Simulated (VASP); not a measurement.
# AlGa3As4: single point with r2SCAN

AlGa3As4:

```
CELL_PARAMETERS angstrom
6.64836 -2.00629 -0.00258
6.64836 2.00629 -0.00258
-1.21144 0.00000 6.83446
ATOMIC_POSITIONS crystal
Al 0.00012 0.00012 0.00061
Ga 0.50028 0.50028 0.49988
Ga 0.24973 0.24973 0.74963
Ga 0.74996 0.74996 0.25011
As 0.56236 0.56236 0.18720
As 0.06234 0.06234 0.68772
As 0.81251 0.81251 0.93740
As 0.31269 0.31269 0.43745
```

- Program: VASP 6.6.1
- Task: single point
- Functional: r2SCAN
- Potentials or basis: VASP PAW PBE potentials, release 64 (Al, Ga_d, As)
- Cutoff: 550 eV
- k mesh: 6 × 6 × 4
- Occupations: gaussian, width 0.01 eV
- Spin: no spin polarisation
- Dipole correction: no
- Further INCAR settings: ALGO = Normal; EDIFF = 1e-06; NBANDS = 41

```yaml
Pressure: 0.0 GPa
Largest_force: 0.017 eV/Å
Band_gap_on_the_k_mesh: 1.20 eV
```

Forces in eV/Å, atoms in the order of the input:
```
Al  -0.001  0.000 -0.003
Ga  -0.001  0.000  0.004
Ga  -0.001  0.000  0.001
Ga   0.000  0.000  0.005
As  -0.004  0.000 -0.017
As  -0.006  0.000  0.011
As   0.014  0.000 -0.001
As  -0.002  0.000 -0.001
```

Levels at points of the mesh, in eV from the valence-band top:
```
           k point  band 27  band 28  band 29  band 30  band 31  band 32  band 33  band 34  band 35  band 36
(0.00, 0.00, 0.00)    -1.10    -1.09    -0.01     0.00     0.00     1.20     1.73     2.60     2.75     4.20
(0.50, 0.00, 0.00)    -2.91    -2.59    -2.58    -1.69    -1.65     3.21     3.42     3.52     3.84     4.58
(0.50, 0.50, 0.00)    -1.09    -0.72    -0.72    -0.57    -0.56     1.49     1.78     1.91     1.92     2.69
(0.00, 0.00, 0.50)    -1.68    -1.17    -1.15    -1.03    -1.01     2.74     2.83     2.93     3.32     3.92
(0.50, 0.00, 0.50)    -2.61    -2.00    -1.95    -1.09    -1.08     1.55     1.79     2.04     2.62     2.83
(0.50, 0.50, 0.50)    -2.02    -1.95    -1.93    -0.73    -0.64     2.43     2.52     2.76     3.10     3.78
```

It took 71 min on 1 thread of Oxide Virtual Turin-like Processor (shared host), peak memory 0.6 GiB.

Caveat: the PAW data sets were made with another functional, which shifts forces and pressure a little. A k mesh can miss the band edges.
